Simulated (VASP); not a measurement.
# GaP (rocksalt type) (Fm-3m) in VASP: notebook, part 2 of 2

VASP 6.6.1.

## 3. Single point, PBE (9.45 Å³/atom)

INCAR reads:

```
PREC = Accurate ; ENCUT = 520
EDIFF = 1E-6 ; ISMEAR = -1
SIGMA = 0.1 ; LREAL = F
LASPH = T ; NELM = 80
ALGO = Normal ; ISIF = 2
LWAVE = F ; LCHARG = T
GGA = PE ; LELF = T
LVHAR = T ; NBANDS = 16
```

KPOINTS reads:

```
Automatic mesh
0
Gamma
  14 14 14
```

POSCAR reads:

```
GaP
1.0
    0.0000000000      2.1139017420      2.1139017420
    2.1139017420      0.0000000000      2.1139017420
    2.1139017420      2.1139017420      0.0000000000
Ga P
1 1
Direct
    0.0000000000      0.0000000000      0.0000000000
    0.5000000000      0.5000000000      0.5000000000
```

Potentials or basis: VASP PAW PBE potentials, release 64 (Ga_d, P).

On the command line:

```
> cat potpaw_PBE.64/Ga_d/POTCAR potpaw_PBE.64/P/POTCAR > POTCAR
> mpirun -np 1 vasp_std > vasp.out
```

OUTCAR:

```text
PREC = Accurate
   ENCUT = 520
   EDIFF = 1E-6
   ISMEAR = -1
   LREAL = F
   LASPH = T
   NELM = 80
   ISIF = 2
   GGA = PE

 ion  position               nearest neighbor table
   1  0.000  0.000  0.000-   2 2.11   2 2.11   2 2.11   2 2.11   2 2.11   2 2.11
   2  0.500  0.500  0.500-   1 2.11   1 2.11   1 2.11   1 2.11   1 2.11   1 2.11

  LATTYP: Found a face centered cubic cell.
 ALAT       =     4.2278034840

  Lattice vectors:

 A1 = (   0.0000000000,   2.1139017420,   2.1139017420)
 A2 = (   2.1139017420,   0.0000000000,   2.1139017420)
 A3 = (   2.1139017420,   2.1139017420,   0.0000000000)

Analysis of symmetry for initial positions (statically):
=====================================================================
 Subroutine PRICEL returns:
 Original cell was already a primitive cell.

 Routine SETGRP: Setting up the symmetry group for a
 face centered cubic supercell.

 Subroutine GETGRP returns: Found 48 space group operations
 (whereof 48 operations were pure point group operations)
 out of a pool of 48 trial point group operations.

The static configuration has the point symmetry O_h .

Analysis of symmetry for dynamics (positions and initial velocities):
=====================================================================
 Subroutine PRICEL returns:
 Original cell was already a primitive cell.

 Routine SETGRP: Setting up the symmetry group for a
 face centered cubic supercell.

 Subroutine GETGRP returns: Found 48 space group operations
 (whereof 48 operations were pure point group operations)
 out of a pool of 48 trial point group operations.

The dynamic configuration has the point symmetry O_h .

 Subroutine INISYM returns: Found 48 space group operations
 (whereof 48 operations are pure point group operations),
 and found     1 'primitive' translations

----------------------------------------------------------------------------------------

                                     Primitive cell

  volume of cell :      18.8923

  direct lattice vectors                    reciprocal lattice vectors
     0.000000000  2.113901742  2.113901742    -0.236529442  0.236529442  0.236529442
     2.113901742  0.000000000  2.113901742     0.236529442 -0.236529442  0.236529442
     2.113901742  2.113901742  0.000000000     0.236529442  0.236529442 -0.236529442

  length of vectors
     2.989508513  2.989508513  2.989508513     0.409681011  0.409681011  0.409681011

  position of ions in fractional coordinates (direct lattice)
     0.000000000  0.000000000  0.000000000
     0.500000000  0.500000000  0.500000000

  ion indices of the primitive-cell ions
   primitive index   ion index
                 1           1
                 2           2

----------------------------------------------------------------------------------------

 KPOINTS: Automatic mesh

Automatic generation of k-mesh.
 Grid dimensions read from file:
 generate k-points for:   14   14   14

 Generating k-lattice:

  Cartesian coordinates                     Fractional coordinates (reciprocal lattice)
    -0.016894960  0.016894960  0.016894960     0.071428571  0.000000000  0.000000000
     0.016894960 -0.016894960  0.016894960     0.000000000  0.071428571  0.000000000
     0.016894960  0.016894960 -0.016894960     0.000000000  0.000000000  0.071428571

  Length of vectors
     0.029262929  0.029262929  0.029262929

  Shift w.r.t. Gamma in fractional coordinates (k-lattice)
     0.000000000  0.000000000  0.000000000

 Subroutine IBZKPT returns following result:
 ===========================================

 Found    104 irreducible k-points:

 Following reciprocal coordinates:
            Coordinates               Weight
  0.000000  0.000000  0.000000      1.000000
  0.071429  0.000000  0.000000      8.000000
  0.142857  0.000000  0.000000      8.000000
  0.214286  0.000000  0.000000      8.000000
  0.285714  0.000000  0.000000      8.000000
  0.357143  0.000000  0.000000      8.000000
[... 16 lines left out ...]
  0.214286  0.142857  0.000000     24.000000
  0.285714  0.142857  0.000000     24.000000
 [... further k-points ...]
   k-points           NKPTS =    104   k-points in BZ     NKDIM =    104   number of bands    NBANDS=     16
   number of dos      NEDOS =    301   number of ions     NIONS =      2
   total plane-waves  NPLWV =  13824
   dimension x,y,z NGX =    24 NGY =   24 NGZ =   24
   dimension x,y,z NGXF=    48 NGYF=   48 NGZF=   48
   ions per type =               1   1
   NGX,Y,Z   is equivalent  to a cutoff of  13.35, 13.35, 13.35 a.u.
   NGXF,Y,Z  is equivalent  to a cutoff of  26.69, 26.69, 26.69 a.u.
 SYSTEM =  unknown system
   PREC   = accura    normal or accurate (medium, high low for compatibility)
   ISTART =      0    job   : 0-new  1-cont  2-samecut
   ICHARG =      2    charge: 1-file 2-atom 10-const
   ISPIN  =      1    spin polarized calculation?
   LNONCOLLINEAR =      F non collinear calculations
   LSORBIT =      F    spin-orbit coupling
   LASPH  =      T    aspherical Exc in radial PAW
   ENCUT  =  520.0 eV  38.22 Ry    6.18 a.u.   5.56  5.56  5.56*2*pi/ulx,y,z
   NELM   =     80;   NELMIN=  2; NELMDL= -5     # of ELM steps
   EDIFF  = 0.1E-05   stopping-criterion for ELM
   LREAL  =      F    real-space projection
   EDIFFG = 0.1E-04   stopping-criterion for IOM
   NSW    =      0    number of steps for IOM
   IBRION =     -1    ionic relax: 0-MD 1-quasi-New 2-CG
   NFREE  =      0    steps in history (QN), initial steepest desc. (CG)
   ISIF   =      2    stress and relaxation
   ISYM   =      2    0-nonsym 1-usesym 2-fastsym
   POTIM  = 0.5000    time-step for ionic-motion
   TEBEG  =    0.0;   TEEND  =   0.0 temperature during run
   PSTRESS=    0.0 pullay stress
   NELECT =      18.0000    total number of electrons
   NUPDOWN=      -1.0000    fix difference up-down
   EMIN   =  10.00;   EMAX   =-10.00  energy-range for DOS
   EFERMI =   0.00;   METHOD = LEGACY
   ISMEAR =    -1;   SIGMA  =   0.10  broadening in eV -4-tet -1-fermi 0-gaus
   EFERMI_NEDOS =   21; number of points for ismear=-14 and -15
   IALGO  =     38    algorithm
   IMIX   =      4    mixing-type and parameters
     AMIX     =   0.40;   BMIX     =  1.00
     AMIX_MAG =   1.60;   BMIX_MAG =  1.00
  volume/ion in A,a.u.               =       9.45        63.75
  Fermi-wavevector in a.u.,A,eV,Ry     =   1.610908  3.044176 35.307475  2.595026
  Thomas-Fermi vector in A             =   2.706383
   LORBIT       =      0    0 simple, 1 ext, 2 COOP (PROOUT), +10 PAW based schemes
   GGA     = PE    functional components
[... 5 lines left out ...]
 non-spin polarized calculation
  energy-cutoff  :      520.00
  volume of cell :       18.89
 maximum number of plane-waves:       532
 NGX is ok and might be reduce to    24
   NGX = 11   NGY = 11   NGZ = 11

 number of electron      18.0000010 magnetization

 Free energy of the ion-electron system (eV)
  ---------------------------------------------------
  ext. energy  EPLUGINS =         0.00000000
  ---------------------------------------------------
  free energy    TOTEN  =        -2.75543434 eV

  energy without entropy =       -2.73229883  energy(sigma->0) =       -2.74386659

 E-fermi :  15.7853     XC(G=0): -14.0880

 val. band max:       15.7465612478   @ k =   0.2857   0.0714   0.0000
 cond. band min:      15.8091724693   @ k =   0.3571   0.1429   0.0714
 fundamental gap:      0.0626112215
 Fermi energy:        15.7852689805

 k-point     1 :       0.0000    0.0000    0.0000
  band No.  band energies     occupation
      1      -4.4123      2.00000
      2      -1.0104      2.00000
      3      -1.0104      2.00000
      4      -0.9399      2.00000
      5      -0.9399      2.00000
      6      -0.9399      2.00000
[... 8 lines left out ...]
     15      27.0597      0.00000
     16      27.0597      0.00000
[... 419 lines left out ...]
 k-point    24 :       0.2857    0.1429    0.0000
  band No.  band energies     occupation
      1      -2.7253      2.00000
      2      -1.1386      2.00000
      3      -1.0255      2.00000
      4      -1.0192      2.00000
      5      -0.7570      2.00000
      6      -0.7373      2.00000
[... 8 lines left out ...]
     15      28.9824      0.00000
     16      31.1343      0.00000

 [... further k-points ...]

------------------------ aborting loop because EDIFF is reached ----------------------------------------

  FORCE on cell =-STRESS in cart. coord.  units (eV):
  Direction    XX          YY          ZZ          XY          YZ          ZX
  --------------------------------------------------------------------------------------
  -------------------------------------------------------------------------------------
  Total       23.0997189     23.0997189     23.0997189     -0.0000000      0.0000000     -0.0000000
  in kB     1958.9930342   1958.9930342   1958.9930342     -0.0000000      0.0000000     -0.0000000
  external PRESSURE =    1958.9930342 kB  Pullay stress =       0.0000000 kB

 VOLUME and BASIS-vectors are now :
 -----------------------------------------------------------------------------
  energy-cutoff  :      520.00
  volume of cell :       18.89
      direct lattice vectors                 reciprocal lattice vectors
     0.000000000  2.113901742  2.113901742    -0.236529442  0.236529442  0.236529442
     2.113901742  0.000000000  2.113901742     0.236529442 -0.236529442  0.236529442
     2.113901742  2.113901742  0.000000000     0.236529442  0.236529442 -0.236529442

 POSITION                                       TOTAL-FORCE (eV/Angst)
 -----------------------------------------------------------------------------------
      0.00000      0.00000      0.00000        -0.000000      0.000000     -0.000000
      2.11390      2.11390      2.11390         0.000000     -0.000000      0.000000
 -----------------------------------------------------------------------------------
    total drift:                                0.000000     -0.000000     -0.000000

  FREE ENERGIE OF THE ION-ELECTRON SYSTEM (eV)
  ---------------------------------------------------
  free  energy   TOTEN  =        -2.7554343384 eV

  energy  without entropy=       -2.7322988325  energy(sigma->0) =       -2.74386659
```

OSZICAR:

```text
N       E                     dE             d eps       ncg     rms          rms(c)
DAV:   1     0.755350676694E+02    0.75535E+02   -0.89045E+03  3856   0.208E+03
DAV:   2     0.706710868592E+00   -0.74828E+02   -0.71096E+02  3736   0.310E+02
DAV:   3    -0.308997430840E+01   -0.37967E+01   -0.37704E+01  4216   0.561E+01
DAV:   4    -0.312215161613E+01   -0.32177E-01   -0.32170E-01  4088   0.515E+00
DAV:   5    -0.312256378442E+01   -0.41217E-03   -0.41216E-03  4312   0.562E-01    0.949E+00
DAV:   6    -0.282606891041E+01    0.29649E+00   -0.37598E-01  5400   0.233E+01    0.606E+00
DAV:   7    -0.276069587747E+01    0.65373E-01   -0.12894E-01  5328   0.509E+00    0.216E+00
DAV:   8    -0.275593594288E+01    0.47599E-02   -0.12701E-02  4280   0.236E+00    0.270E-01
DAV:   9    -0.275551060155E+01    0.42534E-03   -0.15421E-03  4536   0.739E-01    0.177E-01
DAV:  10    -0.275544030509E+01    0.70296E-04   -0.96072E-05  4128   0.905E-02    0.428E-02
DAV:  11    -0.275543399548E+01    0.63096E-05   -0.67380E-06  4760   0.232E-02    0.445E-03
DAV:  12    -0.275543433843E+01   -0.34295E-06   -0.45054E-07  2568   0.600E-03
   1 F= -.27554343E+01 E0= -.27438666E+01  d E =-.231355E-01
```

It took 35 s on 1 thread of AMD EPYC 7R13, shared host; peak memory 0.13 GiB.

Results:

- Free energy: -2.7554 eV
- Pressure: 195.9 GPa
- Band gap on the k mesh: zero (bands 9 and 10 overlap by 3.19 eV)

Levels at points of the mesh, in eV from the Fermi level:
```csv
k point,band 5,band 6,band 7,band 8,band 9,band 10,band 11,band 12,band 13,band 14
"(0.00, 0.00, 0.00)",-16.73,-16.73,-0.21,-0.21,-0.21,6.24,6.24,6.24,10.17,10.29
"(0.50, 0.00, 0.00)",-16.42,-14.87,-12.46,0.26,0.26,1.87,1.87,3.69,9.40,14.38
"(0.50, 0.50, 0.00)",-16.33,-11.47,-11.15,-5.56,-5.56,-2.29,0.69,15.69,17.54,17.54
```

Caveat: the cell stands under pressure.

## 4. Single point, PBE (10.99 Å³/atom)

This run uses another cell than the first one, of 10.99 Å³/atom.

INCAR reads:

```
ALGO     = Normal         # electronic algorithm
EDIFF    = 1E-6           # SCF threshold, eV
ENCUT    = 520            # plane-wave cutoff, eV
GGA      = PE             # functional
ISIF     = 2              # what is computed and relaxed
ISMEAR   = -1             # smearing method
LASPH    = True           # aspherical terms in the spheres
LCHARG   = False          # write CHGCAR
LREAL    = False          # projectors in reciprocal space
LWAVE    = False          # write WAVECAR
NBANDS   = 16             # bands
NELM     = 60             # most SCF steps
PREC     = Accurate       # precision mode
SIGMA    = 0.1            # smearing width, eV
```

KPOINTS reads:

```
k-points
0
Gamma
  14 14 14
```

POSCAR reads:

```
GaP
1.0
    0.0000000000      2.2234322030      2.2234322030
    2.2234322030      0.0000000000      2.2234322030
    2.2234322030      2.2234322030      0.0000000000
Ga P
1 1
Direct
    0.0000000000      0.0000000000      0.0000000000
    0.5000000000      0.5000000000      0.5000000000
```

On the command line:

```
> cat potpaw_PBE.64/Ga_d/POTCAR potpaw_PBE.64/P/POTCAR > POTCAR
> mpirun -np 1 vasp_std > vasp.out
```

Wall time 39 s (1 thread of AMD EPYC 7R13, shared host); peak memory 0.13 GiB.

It converged, with:

```yaml
Free_energy: -5.5807 eV
Pressure: 106.1 GPa
Band_gap_on_the_k_mesh: zero (bands 9 and 10 overlap by 3.33 eV)
```

Levels at points of the mesh, in eV from the Fermi level:
```tsv
k point	band 5	band 6	band 7	band 8	band 9	band 10	band 11	band 12	band 13	band 14
(0.00, 0.00, 0.00)	-15.86	-15.86	-0.15	-0.15	-0.15	6.56	6.56	6.56	7.38	10.68
(0.50, 0.00, 0.00)	-15.66	-13.41	-11.13	0.21	0.21	2.32	2.32	3.67	8.39	14.00
(0.50, 0.50, 0.00)	-15.60	-10.58	-9.73	-4.66	-4.66	-2.57	1.54	14.81	15.93	15.93
```

Caveat: the cell stands under pressure.

## 5. Single point, PBE (10.99 Å³/atom)

This run uses another cell than the first one, of 10.99 Å³/atom.

INCAR reads:

```
SYSTEM = GaP
PREC     = Accurate       ! precision mode
ENCUT    = 520            ! plane-wave cutoff, eV
EDIFF    = 1E-7           ! SCF threshold, eV
ISMEAR   = -1             ! smearing method
SIGMA    = 0.1            ! smearing width, eV
LREAL    = .FALSE.        ! projectors in reciprocal space
LASPH    = .TRUE.         ! aspherical terms in the spheres
NELM     = 60             ! most SCF steps
ALGO     = Normal         ! electronic algorithm
ISIF     = 2              ! what is computed and relaxed
LWAVE    = .FALSE.        ! write WAVECAR
LCHARG   = .FALSE.        ! write CHGCAR
GGA      = PE             ! functional
NBANDS   = 16             ! bands
```

KPOINTS reads:

```
regular mesh
0
G
  14 14 14
  0 0 0
```

POSCAR is that of step 4.

Potentials or basis: VASP PAW PBE potentials, release 64 (Ga_d, P).

On the command line:

```
> cat potpaw_PBE.64/Ga_d/POTCAR potpaw_PBE.64/P/POTCAR > POTCAR
> mpirun -np 1 vasp_std > vasp.out
```

OUTCAR:

```text
SYSTEM = GaP
   PREC = Accurate
   ENCUT = 520
   EDIFF = 1E-7
   ISMEAR = -1
   LREAL = .FALSE.
   LASPH = .TRUE.
   NELM = 60
   ISIF = 2
   GGA = PE

 ion  position               nearest neighbor table
   1  0.000  0.000  0.000-   2 2.22   2 2.22   2 2.22   2 2.22   2 2.22   2 2.22
   2  0.500  0.500  0.500-   1 2.22   1 2.22   1 2.22   1 2.22   1 2.22   1 2.22

  LATTYP: Found a face centered cubic cell.
 ALAT       =     4.4468644060

  Lattice vectors:

[... 640 lines left out ...]
 [... further k-points ...]

------------------------ aborting loop because EDIFF is reached ----------------------------------------

  FORCE on cell =-STRESS in cart. coord.  units (eV):
  Direction    XX          YY          ZZ          XY          YZ          ZX
  --------------------------------------------------------------------------------------
  -------------------------------------------------------------------------------------
  Total       14.5555603     14.5555603     14.5555603      0.0000000      0.0000000      0.0000000
  in kB     1060.8105767   1060.8105767   1060.8105767      0.0000000      0.0000000      0.0000000
  external PRESSURE =    1060.8105767 kB  Pullay stress =       0.0000000 kB

 VOLUME and BASIS-vectors are now :
 -----------------------------------------------------------------------------
  energy-cutoff  :      520.00
  volume of cell :       21.98
      direct lattice vectors                 reciprocal lattice vectors
     0.000000000  2.223432203  2.223432203    -0.224877556  0.224877556  0.224877556
     2.223432203  0.000000000  2.223432203     0.224877556 -0.224877556  0.224877556
     2.223432203  2.223432203  0.000000000     0.224877556  0.224877556 -0.224877556

 POSITION                                       TOTAL-FORCE (eV/Angst)
 -----------------------------------------------------------------------------------
      0.00000      0.00000      0.00000         0.000000      0.000000     -0.000000
      2.22343      2.22343      2.22343        -0.000000     -0.000000      0.000000
 -----------------------------------------------------------------------------------
    total drift:                                0.000000     -0.000000     -0.000000

  FREE ENERGIE OF THE ION-ELECTRON SYSTEM (eV)
  ---------------------------------------------------
  free  energy   TOTEN  =        -5.5807010502 eV

  energy  without entropy=       -5.5571148822  energy(sigma->0) =       -5.56890797
```

OSZICAR:

```text
N       E                     dE             d eps       ncg     rms          rms(c)
DAV:   1     0.730847275505E+02    0.73085E+02   -0.89594E+03  3816   0.201E+03
DAV:   2    -0.178024416581E+01   -0.74865E+02   -0.71123E+02  3832   0.308E+02
DAV:   3    -0.581309353163E+01   -0.40328E+01   -0.39998E+01  4120   0.564E+01
DAV:   4    -0.585337490918E+01   -0.40281E-01   -0.40265E-01  4120   0.565E+00
DAV:   5    -0.585394065065E+01   -0.56574E-03   -0.56573E-03  4256   0.641E-01    0.732E+00
DAV:   6    -0.561586446001E+01    0.23808E+00   -0.33909E-01  5264   0.193E+01    0.474E+00
DAV:   7    -0.558313683749E+01    0.32728E-01   -0.96497E-02  5200   0.384E+00    0.180E+00
DAV:   8    -0.558096380205E+01    0.21730E-02   -0.93172E-03  4208   0.193E+00    0.210E-01
DAV:   9    -0.558072481646E+01    0.23899E-03   -0.11129E-03  4416   0.665E-01    0.146E-01
DAV:  10    -0.558070280054E+01    0.22016E-04   -0.73741E-05  4016   0.768E-02    0.674E-02
DAV:  11    -0.558070065448E+01    0.21461E-05   -0.65590E-06  4776   0.225E-02    0.653E-03
DAV:  12    -0.558070110568E+01   -0.45120E-06   -0.31042E-07  3888   0.572E-03    0.246E-03
DAV:  13    -0.558070105015E+01    0.55523E-07   -0.36015E-08  2560   0.169E-03
   1 F= -.55807011E+01 E0= -.55689080E+01  d E =-.235862E-01
```

Wall time 48 s (1 thread of AMD EPYC 7R13, shared host); peak memory 0.13 GiB.

What came out:

- Free energy: -5.5807 eV
- Pressure: 106.1 GPa
- Band gap on the k mesh: zero (bands 9 and 10 overlap by 3.34 eV)

Caveat: the cell stands under pressure.
